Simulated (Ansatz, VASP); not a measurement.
## ZnCu: VASP beside Ansatz

INCAR

```
ALGO = Normal
EDIFF = 1E-6
ENCUT = 520
GGA = PE
ISIF = 2
ISMEAR = -1
LASPH = T
LCHARG = F
LREAL = F
LWAVE = F
NBANDS = 18
NELM = 60
PREC = Accurate
SIGMA = 0.05
```

File KPOINTS:

```
k-points
0
Gamma
  10 10 10
```

POSCAR

```
ZnCu
1.0
    2.9450000000      0.0000000000      0.0000000000
    0.0000000000      2.9450000000      0.0000000000
    0.0000000000      0.0000000000      2.9450000000
Zn Cu
1 1
Direct
    0.5250000000      0.5250000000      0.5250000000
   -0.0250000000     -0.0250000000     -0.0250000000
```

Input for Ansatz:

```yaml
crystal:
  lattice:
    - [2.945, 0.0, 0.0]
    - [0.0, 2.945, 0.0]
    - [0.0, 0.0, 2.945]
  atoms:
    - { symbol: Zn, position: [0.525, 0.525, 0.525] }
    - { symbol: Cu, position: [-0.025, -0.025, -0.025] }
kpoints:
  mp_grid: { grid: [10, 10, 10] }
scf:
  occupations: { method: fermi_dirac, width: 0.05 }
hamiltonian:
  xc: pbe
  pseudopotentials: { kind: all_electron, lapw: { basis_error: 0.001 } }
output:
  forces: true
  stress: true
  eigenvalues: true
  populations: true
```

Change from the starting cell: shortest bond scaled by 1.1, LAPW.

Alike in both runs: task single point; functional PBE; k mesh 10 × 10 × 10; occupations fermi-dirac, width 0.05 eV; no spin polarisation.

|  | VASP | Ansatz |
| --- | --- | --- |
| version | VASP 6.6.1 | Ansatz 0.2.0 |
| potentials or method | VASP PAW PBE potentials, release 64 (Zn, Cu), cutoff 520 eV | all-electron LAPW, scalar-relativistic |

Ansatz gave:

```
pressure (GPa)                                                : 6.2
traceless stress, the component that is largest in VASP (GPa) : 2.78
rms of the force components (eV/Å)                            : 0.831
```

What did VASP give for the same quantities?

Pressure (GPa): 6.6; traceless stress, the component that is largest in VASP (GPa): 2.81; rms of the force components (eV/Å): 0.842.

Atom by atom the forces differ by 0.012 eV/Å (rms over components). Ansatz ran all-electron here, and VASP with PAW potentials.
